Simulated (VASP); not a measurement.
Input of a VASP 6.6.1 run:

Contents of POSCAR:

```
AlN
1.0
    0.0000000000      2.1411788842      2.1411788842
    2.1411788842      0.0000000000      2.1411788842
    2.1411788842      2.1411788842      0.0000000000
Al N
1 1
Direct
    0.0000000000      0.0000000000      0.0000000000
    0.2500000000      0.2500000000      0.2500000000
```

Contents of INCAR.step1:

```
SYSTEM = AlN
  PREC = Accurate
  ENCUT = 520
  EDIFF = 1E-5
  ISMEAR = 0
  SIGMA = 0.01
  LREAL = .False.
  LASPH = .True.
  NELM = 80
  ALGO = Normal
  ISIF = 2
  LWAVE = .True.
  NBANDS = 11
  GGA = PE
```

File INCAR.step2:

```
SYSTEM = AlN
  PREC = Accurate
  ENCUT = 520
  EDIFF = 1E-7
  ISMEAR = 0
  SIGMA = 0.01
  LREAL = .False.
  LASPH = .True.
  NELM = 80
  ALGO = Normal
  ISIF = 2
  LWAVE = .False.
  LCHARG = .True.
  GGA = PE
  LHFCALC = .True.
  HFSCREEN = 0.2079
  PRECFOCK = Normal
  LELF = .True.
  LVHAR = .True.
  NBANDS = 11
  ISTART = 1
```

KPOINTS

```
Automatic mesh
0
Gamma
  8 8 8
  0 0 0
```

Potentials or basis: VASP PAW PBE potentials, release 64 (Al, N).

Command:

```bash
$ cat potpaw_PBE.64/Al/POTCAR potpaw_PBE.64/N/POTCAR > POTCAR
$ cp INCAR.step1 INCAR
$ mpirun -np 1 vasp_std > vasp.out
$ cp INCAR.step2 INCAR
$ mpirun -np 1 vasp_std > vasp.out
```

Q: Predict the band gap on the k mesh.

A: 4.61 eV (least direct gap 6.14 eV).

Q: Predict the pressure.

A: 13.5 GPa.

Caveat: the cell differs from its parent crystal (strain -2.0%); the cell stands under pressure; the structure was generated, so it needn't be the stable form of AlN; the PAW data sets were made with another functional, which shifts forces and pressure a little. A k mesh can miss the band edges.
